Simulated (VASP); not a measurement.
# Te (C2/m) in VASP: further runs

Te is run at these levels: LDA; tasks: single point.

Program: VASP 6.6.1. These are calculated values, not measurements. Logs are shortened: lines on timing, memory, paths and dates and some standing lists are left out, and cuts for length are marked.

**1. The cell of the first run**

It takes space group C2/m (No. 12, monoclinic). Conventional cell: a = 8.468 Å, b = 4.742 Å, c = 4.039 Å, α = 90.00°, β = 91.85°, γ = 90.00°. Within 4.1 Å of Te (site symmetry m) lie 14 Te at 3.00 to 4.04 Å. Within 4.1 Å of Te (site symmetry 2/m) lie 14 Te at 3.00 to 4.04 Å.

**2. Single point, LDA (zz strain of +2 %)**

File INCAR:

```
SYSTEM = Te
PREC = Accurate
ENCUT = 520
EDIFF = 1E-6
ISMEAR = -1
SIGMA = 0.05
LREAL = .False.
LASPH = .True.
NELM = 80
ALGO = Normal
ISIF = 2
LWAVE = .False.
LCHARG = .False.
GGA = CA
NBANDS = 16
```

File KPOINTS:

```
regular mesh
0
Gamma
  8 8 8
  0 0 0
```

File POSCAR:

```
Te
1.0
    4.2341000000     -2.3712000000      0.0000000000
    4.2341000000      2.3712000000      0.0000000000
   -0.1304500000      0.0000000000      4.0364970000
Te
3
Direct
    0.6760000000      0.6760000000      0.6750000000
    0.3240000000      0.3240000000      0.3250000000
    0.0000000000      0.0000000000      0.0000000000
```

Potentials or basis: VASP PAW LDA potentials, release 64 (Te).

Started as:

```
cat potpaw_LDA.64/Te/POTCAR > POTCAR
mpirun -np 1 vasp_std > vasp.out
```

OUTCAR:

```text
SYSTEM = Te
   PREC = Accurate
   ENCUT = 520
   EDIFF = 1E-6
   ISMEAR = -1
   LREAL = .False.
   LASPH = .True.
   NELM = 80
   ISIF = 2
   GGA = CA

 ion  position               nearest neighbor table
   1  0.676  0.676  0.675-   3 3.00   2 3.05   2 3.05   3 3.11   3 3.11   2 3.26
   2  0.324  0.324  0.325-   3 3.00   1 3.05   1 3.05   3 3.11   3 3.11   1 3.26
   3  0.000  0.000  0.000-   1 3.00   2 3.00   1 3.11   1 3.11   2 3.11   2 3.11

  LATTYP: Found a base centered monoclinic cell.
 ALAT       =     8.4682000000
 B/A-ratio  =     0.5600245625
 C/A-ratio  =     0.4769141455
 COS(beta)  =    -0.0323007624

  Lattice vectors:

 A1 = (   4.2341000000,  -2.3712000000,   0.0000000000)
 A2 = (   4.2341000000,   2.3712000000,   0.0000000000)
 A3 = (  -0.1304500000,   0.0000000000,   4.0364970000)

Analysis of symmetry for initial positions (statically):
=====================================================================
 Subroutine PRICEL returns:
 Original cell was already a primitive cell.

 Routine SETGRP: Setting up the symmetry group for a
 base centered monoclinic supercell.

 Subroutine GETGRP returns: Found  4 space group operations
 (whereof  4 operations were pure point group operations)
 out of a pool of  4 trial point group operations.

The static configuration has the point symmetry C_2h.

Analysis of symmetry for dynamics (positions and initial velocities):
=====================================================================
 Subroutine PRICEL returns:
 Original cell was already a primitive cell.

 Routine SETGRP: Setting up the symmetry group for a
 base centered monoclinic supercell.

 Subroutine GETGRP returns: Found  4 space group operations
 (whereof  4 operations were pure point group operations)
 out of a pool of  4 trial point group operations.

The dynamic configuration has the point symmetry C_2h.

 Subroutine INISYM returns: Found  4 space group operations
 (whereof  4 operations are pure point group operations),
 and found     1 'primitive' translations

----------------------------------------------------------------------------------------

                                     Primitive cell

  volume of cell :      81.0520

  direct lattice vectors                    reciprocal lattice vectors
     4.234100000 -2.371200000  0.000000000     0.118088850 -0.210863698  0.003816351
     4.234100000  2.371200000  0.000000000     0.118088850  0.210863698  0.003816351
    -0.130450000  0.000000000  4.036497000     0.000000000  0.000000000  0.247739562

  length of vectors
     4.852854031  4.852854031  4.038604367     0.241708585  0.241708585  0.247739562

  position of ions in fractional coordinates (direct lattice)
     0.676000000  0.676000000  0.675000000
     0.324000000  0.324000000  0.325000000
     0.000000000  0.000000000  0.000000000

  ion indices of the primitive-cell ions
   primitive index   ion index
                 1           1
                 2           2
                 3           3

----------------------------------------------------------------------------------------

 KPOINTS: regular mesh

Automatic generation of k-mesh.
 Grid dimensions read from file:
 generate k-points for:    8    8    8

 Generating k-lattice:

  Cartesian coordinates                     Fractional coordinates (reciprocal lattice)
     0.014761106 -0.026357962  0.000477044     0.125000000 -0.000000000 -0.000000000
     0.014761106  0.026357962  0.000477044    -0.000000000  0.125000000 -0.000000000
     0.000000000  0.000000000  0.030967445     0.000000000  0.000000000  0.125000000

  Length of vectors
     0.030213573  0.030213573  0.030967445

  Shift w.r.t. Gamma in fractional coordinates (k-lattice)
     0.000000000  0.000000000  0.000000000

 Subroutine IBZKPT returns following result:
 ===========================================

 Found    150 irreducible k-points:

 Following reciprocal coordinates:
            Coordinates               Weight
  0.000000  0.000000  0.000000      1.000000
  0.125000 -0.000000 -0.000000      4.000000
  0.250000 -0.000000 -0.000000      4.000000
  0.375000 -0.000000  0.000000      4.000000
  0.500000 -0.000000 -0.000000      2.000000
  0.125000  0.125000 -0.000000      2.000000
[... 16 lines left out ...]
  0.125000 -0.000000  0.125000      4.000000
  0.250000 -0.000000  0.125000      4.000000
 [... further k-points ...]
   k-points           NKPTS =    150   k-points in BZ     NKDIM =    150   number of bands    NBANDS=     16
   number of dos      NEDOS =    301   number of ions     NIONS =      3
   total plane-waves  NPLWV =  38880
   dimension x,y,z NGX =    36 NGY =   36 NGZ =   30
   dimension x,y,z NGXF=    72 NGYF=   72 NGZF=   60
   ions per type =               3
   NGX,Y,Z   is equivalent  to a cutoff of  12.33, 12.33, 12.35 a.u.
   NGXF,Y,Z  is equivalent  to a cutoff of  24.67, 24.67, 24.70 a.u.
 SYSTEM =  Te
   PREC   = accura    normal or accurate (medium, high low for compatibility)
   ISTART =      0    job   : 0-new  1-cont  2-samecut
   ICHARG =      2    charge: 1-file 2-atom 10-const
   ISPIN  =      1    spin polarized calculation?
   LNONCOLLINEAR =      F non collinear calculations
   LSORBIT =      F    spin-orbit coupling
   LASPH  =      T    aspherical Exc in radial PAW
   ENCUT  =  520.0 eV  38.22 Ry    6.18 a.u.   9.02  9.02  7.51*2*pi/ulx,y,z
   NELM   =     80;   NELMIN=  2; NELMDL= -5     # of ELM steps
   EDIFF  = 0.1E-05   stopping-criterion for ELM
   LREAL  =      F    real-space projection
   EDIFFG = 0.1E-04   stopping-criterion for IOM
   NSW    =      0    number of steps for IOM
   IBRION =     -1    ionic relax: 0-MD 1-quasi-New 2-CG
   NFREE  =      0    steps in history (QN), initial steepest desc. (CG)
   ISIF   =      2    stress and relaxation
   ISYM   =      2    0-nonsym 1-usesym 2-fastsym
   POTIM  = 0.5000    time-step for ionic-motion
   TEBEG  =    0.0;   TEEND  =   0.0 temperature during run
   PSTRESS=    0.0 pullay stress
   NELECT =      18.0000    total number of electrons
   NUPDOWN=      -1.0000    fix difference up-down
   EMIN   =  10.00;   EMAX   =-10.00  energy-range for DOS
   EFERMI =   0.00;   METHOD = LEGACY
   ISMEAR =    -1;   SIGMA  =   0.05  broadening in eV -4-tet -1-fermi 0-gaus
   EFERMI_NEDOS =   21; number of points for ismear=-14 and -15
   IALGO  =     38    algorithm
   IMIX   =      4    mixing-type and parameters
     AMIX     =   0.40;   BMIX     =  1.00
     AMIX_MAG =   1.60;   BMIX_MAG =  1.00
  volume/ion in A,a.u.               =      27.02       182.32
  Fermi-wavevector in a.u.,A,eV,Ry     =   0.991390  1.873455 13.372531  0.982853
  Thomas-Fermi vector in A             =   2.123127
   LORBIT       =      0    0 simple, 1 ext, 2 COOP (PROOUT), +10 PAW based schemes
   GGA     = CA    functional components
   LHFCALC =     F    Hartree Fock is set to
   AEXX    =    0.0000 exact exchange contribution
   IVDW    =     0    specifies the selected vdW correction
   LEPSILON=     F    determine dielectric tensor
   LRPA    =     F    only Hartree local field effects (RPA)
 non-spin polarized calculation
  energy-cutoff  :      520.00
  volume of cell :       81.05
 maximum number of plane-waves:      2199
   NGX = 19   NGY = 19   NGZ = 15

 number of electron      17.9999999 magnetization

 Free energy of the ion-electron system (eV)
  ---------------------------------------------------
  ext. energy  EPLUGINS =         0.00000000
  ---------------------------------------------------
  free energy    TOTEN  =       -11.16906168 eV

  energy without entropy =      -11.15488079  energy(sigma->0) =      -11.16197124

 E-fermi :   8.6206     XC(G=0): -10.3907

 val. band max:        8.6185759136   @ k =  -0.1250   0.1250   0.2500
 cond. band min:       8.6266364944   @ k =   0.3750   0.1250   0.2500
 fundamental gap:      0.0080605808
 Fermi energy:         8.6205688353

 k-point     1 :       0.0000    0.0000    0.0000
  band No.  band energies     occupation
      1      -6.0752      2.00000
      2      -1.0259      2.00000
      3      -0.9744      2.00000
      4       4.0423      2.00000
      5       4.3235      2.00000
      6       4.8212      2.00000
[... 8 lines left out ...]
     15      15.6695      0.00000
     16      15.7443      0.00000

 k-point     2 :       0.1250   -0.0000   -0.0000
  band No.  band energies     occupation
      1      -5.9485      2.00000
      2      -1.2625      2.00000
      3      -1.1432      2.00000
      4       3.4793      2.00000
      5       3.9262      2.00000
      6       5.1371      2.00000
[... 8 lines left out ...]
     15      15.2987      0.00000
     16      15.9684      0.00000

 k-point     3 :       0.2500   -0.0000   -0.0000
  band No.  band energies     occupation
      1      -5.5711      2.00000
      2      -2.0465      2.00000
      3      -1.4082      2.00000
      4       2.9356      2.00000
      5       3.9612      2.00000
      6       5.5765      2.00000
[... 8 lines left out ...]
     15      14.9068      0.00000
     16      16.9196      0.00000

 k-point     4 :       0.3750   -0.0000    0.0000
  band No.  band energies     occupation
      1      -4.9554      2.00000
      2      -3.0834      2.00000
      3      -1.6048      2.00000
      4       2.5489      2.00000
      5       4.7083      2.00000
      6       5.7811      2.00000
[... 8 lines left out ...]
     15      14.9374      0.00000
     16      15.5877      0.00000
[... 324 lines left out ...]
 k-point    22 :       0.0000    0.0000    0.1250
  band No.  band energies     occupation
      1      -5.9548      2.00000
      2      -1.6630      2.00000
      3      -0.4661      2.00000
      4       4.0906      2.00000
      5       4.4002      2.00000
      6       4.9639      2.00000
[... 8 lines left out ...]
     15      14.5096      0.00000
     16      16.2257      0.00000

 k-point    23 :       0.1250   -0.0000    0.1250
  band No.  band energies     occupation
      1      -5.8243      2.00000
      2      -1.8004      2.00000
      3      -0.7145      2.00000
      4       3.4514      2.00000
      5       3.8146      2.00000
      6       5.4220      2.00000
[... 8 lines left out ...]
     15      15.3171      0.00000
     16      15.6830      0.00000

 k-point    24 :       0.2500   -0.0000    0.1250
  band No.  band energies     occupation
      1      -5.4436      2.00000
      2      -2.3194      2.00000
      3      -1.1217      2.00000
      4       2.9725      2.00000
      5       3.2519      2.00000
      6       6.0849      2.00000
[... 8 lines left out ...]
     15      15.8428      0.00000
     16      16.5722      0.00000

 [... further k-points ...]

------------------------ aborting loop because EDIFF is reached ----------------------------------------

  FORCE on cell =-STRESS in cart. coord.  units (eV):
  Direction    XX          YY          ZZ          XY          YZ          ZX
  --------------------------------------------------------------------------------------
  -------------------------------------------------------------------------------------
  Total        1.6076778      1.6382376      2.3900068      0.0000000      0.0000000      0.4272320
  in kB       31.7793983     32.3834814     47.2439053      0.0000000      0.0000000      8.4452088
  external PRESSURE =      37.1355950 kB  Pullay stress =       0.0000000 kB

 VOLUME and BASIS-vectors are now :
 -----------------------------------------------------------------------------
  energy-cutoff  :      520.00
  volume of cell :       81.05
      direct lattice vectors                 reciprocal lattice vectors
     4.234100000 -2.371200000  0.000000000     0.118088850 -0.210863698  0.003816351
     4.234100000  2.371200000  0.000000000     0.118088850  0.210863698  0.003816351
    -0.130450000  0.000000000  4.036497000     0.000000000  0.000000000  0.247739562

 POSITION                                       TOTAL-FORCE (eV/Angst)
 -----------------------------------------------------------------------------------
      5.63645      0.00000      2.72464        -0.377626      0.000000     -0.202090
      2.70130      0.00000      1.31186         0.377626      0.000000      0.202090
      0.00000      0.00000      0.00000        -0.000000      0.000000      0.000000
 -----------------------------------------------------------------------------------
    total drift:                               -0.000000      0.000000      0.000000

  FREE ENERGIE OF THE ION-ELECTRON SYSTEM (eV)
  ---------------------------------------------------
  free  energy   TOTEN  =       -11.1690616826 eV

  energy  without entropy=      -11.1548807915  energy(sigma->0) =      -11.16197124
```

Run time: 2.2 min. Hardware: 1 thread of Intel Xeon Platinum 8375C at 2.90GHz (Ice Lake), shared host; peak memory 0.27 GiB.

Results:

```
Free energy            : -11.1691 eV
Pressure               : 3.7 GPa
Largest force          : 0.428 eV/Å
Band gap on the k mesh : zero (bands 9 and 10 overlap by 3.39 eV)
```

Forces in eV/Å, atoms in the order of the input:
```
Te  -0.378  0.000 -0.202
Te   0.378  0.000  0.202
Te   0.000  0.000  0.000
```

Stress tensor (GPa, compression positive):
```
3.18 0.00 0.84
0.00 3.24 0.00
0.84 0.00 4.72
```

Caveat: the cell differs from its parent crystal (zz strain of +2 %); the cell stands under pressure; spin-orbit coupling is left out, which moves the levels of the heavy elements.

**3. Single point, LDA (zz strain of +3 %)**

File INCAR:

```
PREC     = Accurate       # precision mode
ENCUT    = 520            # plane-wave cutoff, eV
EDIFF    = 1E-7           # SCF threshold, eV
ISMEAR   = -1             # smearing method
SIGMA    = 0.05           # smearing width, eV
LREAL    = F              # projectors in reciprocal space
LASPH    = T              # aspherical terms in the spheres
NELM     = 100            # most SCF steps
ALGO     = Normal         # electronic algorithm
ISIF     = 2              # what is computed and relaxed
LWAVE    = F              # write WAVECAR
LCHARG   = F              # write CHGCAR
GGA      = CA             # functional
NBANDS   = 16             # bands
```

File KPOINTS:

```
Automatic mesh
0
Gamma
  8 8 8
```

Changes to POSCAR since step 2:

```diff
@@ -4,3 +4,3 @@
     4.2341000000      2.3712000000      0.0000000000
-   -0.1304500000      0.0000000000      4.0364970000
+   -0.1304500000      0.0000000000      4.0760705000
 Te
```

Potentials or basis: VASP PAW LDA potentials, release 64 (Te).

Started as:

```
cat potpaw_LDA.64/Te/POTCAR > POTCAR
mpirun -np 1 vasp_std > vasp.out
```

Wall time 2.5 min (1 thread of Intel Xeon Platinum 8375C at 2.90GHz (Ice Lake), shared host); peak memory 0.26 GiB.

Results (log left out):

- Free energy: -11.1912 eV
- Pressure: 3.2 GPa
- Largest force: 0.413 eV/Å
- Band gap on the k mesh: zero (bands 9 and 10 overlap by 3.36 eV)

Forces in eV/Å, atoms in the order of the input:
```
Te  -0.360  0.000 -0.203
Te   0.360  0.000  0.203
Te   0.000  0.000  0.000
```

Stress tensor (GPa, compression positive):
```
2.71 0.00 0.81
0.00 2.67 0.00
0.81 0.00 4.19
```

Levels at points of the mesh, in eV from the Fermi level:
```
           k point  band 6  band 7  band 8  band 9  band 10  band 11  band 12  band 13
(0.00, 0.00, 0.00)   -3.74   -3.73   -2.26   -1.95     1.37     2.66     2.99     5.58
(0.50, 0.00, 0.00)   -2.83   -2.78    0.08    0.11     0.37     0.83     2.76     3.58
(0.50, 0.50, 0.00)   -2.88   -2.46    0.41    0.44     0.51     0.69     2.39     3.33
(0.00, 0.00, 0.50)   -2.58   -2.50   -1.80   -1.76    -1.73    -1.54    -0.99     2.88
(0.50, 0.00, 0.50)   -4.29   -3.75   -3.62    1.63     1.85     1.93     3.12     6.87
(0.50, 0.50, 0.50)   -3.88   -3.78   -3.61    1.61     1.65     2.18     2.64     6.74
```

Caveat: the cell differs from its parent crystal (zz strain of +3 %); the cell stands under pressure; spin-orbit coupling is left out, which moves the levels of the heavy elements.

**4. Single point, LDA (equal xx and yy strain of +2 %)**

File INCAR:

```
SYSTEM = Te
PREC = Accurate ; ENCUT = 520
EDIFF = 1E-6 ; ISMEAR = -1
SIGMA = 0.05 ; LREAL = .FALSE.
LASPH = .TRUE. ; NELM = 100
ALGO = Normal ; ISIF = 2
LWAVE = .FALSE. ; LCHARG = .TRUE.
LELF = .TRUE. ; LVHAR = .TRUE.
NBANDS = 16
```

File KPOINTS:

```
Automatic mesh
0
G
  8 8 8
  0 0 0
```

File POSCAR:

```
Te
1.0
    4.3187820000     -2.4186240000      0.0000000000
    4.3187820000      2.4186240000      0.0000000000
   -0.1330590000      0.0000000000      3.9573500000
Te
3
Direct
    0.6760000000      0.6760000000      0.6750000000
    0.3240000000      0.3240000000      0.3250000000
    0.0000000000      0.0000000000      0.0000000000
```

Started as:

```
cat potpaw_LDA.64/Te/POTCAR > POTCAR
mpirun -np 1 vasp_std > vasp.out
```

Run time: 3.2 min. Hardware: 1 thread of Intel Xeon Platinum 8375C at 2.90GHz (Ice Lake), shared host; peak memory 0.28 GiB.

It converged, with:

```
Free energy            : -11.1578 eV
Pressure               : 1.2 GPa
Largest force          : 0.339 eV/Å
Band gap on the k mesh : zero (bands 9 and 10 overlap by 3.10 eV)
```

Forces in eV/Å, atoms in the order of the input:
```
Te  -0.295  0.000 -0.167
Te   0.295  0.000  0.167
Te   0.000  0.000  0.000
```

Stress tensor (GPa, compression positive):
```
-0.16  0.00  1.00
 0.00  0.06  0.00
 1.00  0.00  3.83
```

Levels at points of the mesh, in eV from the Fermi level:
```tsv
k point	band 7	band 8	band 9	band 10	band 11	band 12
(0.00, 0.00, 0.00)	-3.70	-1.91	-1.61	1.53	2.88	3.19
(0.50, 0.00, 0.00)	-2.29	0.12	0.18	0.48	0.88	3.19
(0.50, 0.50, 0.00)	-2.15	0.44	0.47	0.59	0.77	2.81
(0.00, 0.00, 0.50)	-2.65	-1.76	-1.68	-1.64	-1.47	-0.91
(0.50, 0.00, 0.50)	-3.71	-3.49	1.46	1.68	1.70	2.99
(0.50, 0.50, 0.50)	-3.72	-3.59	1.35	1.50	2.00	2.48
```

Caveat: the cell differs from its parent crystal (equal xx and yy strain of +2 %); spin-orbit coupling is left out, which moves the levels of the heavy elements.

**5. Summary**

| cell | gap on the mesh (eV) | pressure (GPa) | largest force (eV/Å) |
| --- | --- | --- | --- |
| a = 4.853, b = 4.853, c = 4.039 Å, angles 91.6, 91.6, 58.5°, 3 atoms | none | 3.7 | 0.43 |
| a = 4.853, b = 4.853, c = 4.078 Å, angles 91.6, 91.6, 58.5°, 3 atoms | none | 3.2 | 0.41 |
| a = 4.950, b = 4.950, c = 3.960 Å, angles 91.7, 91.7, 58.5°, 3 atoms | none | 1.2 | 0.34 |

Alike in all rows: task single point; level LDA; potentials or basis VASP PAW LDA potentials, release 64 (Te); no spin polarisation; k mesh 8 × 8 × 8; cutoff (eV) 520; smearing fermi-dirac 0.05 eV.

Caveats: spin-orbit coupling is left out, which moves the levels of the heavy elements; the cell stands under pressure (at least some runs).

Total energies depend on the potentials used, so only differences within one code and one set of settings carry meaning.
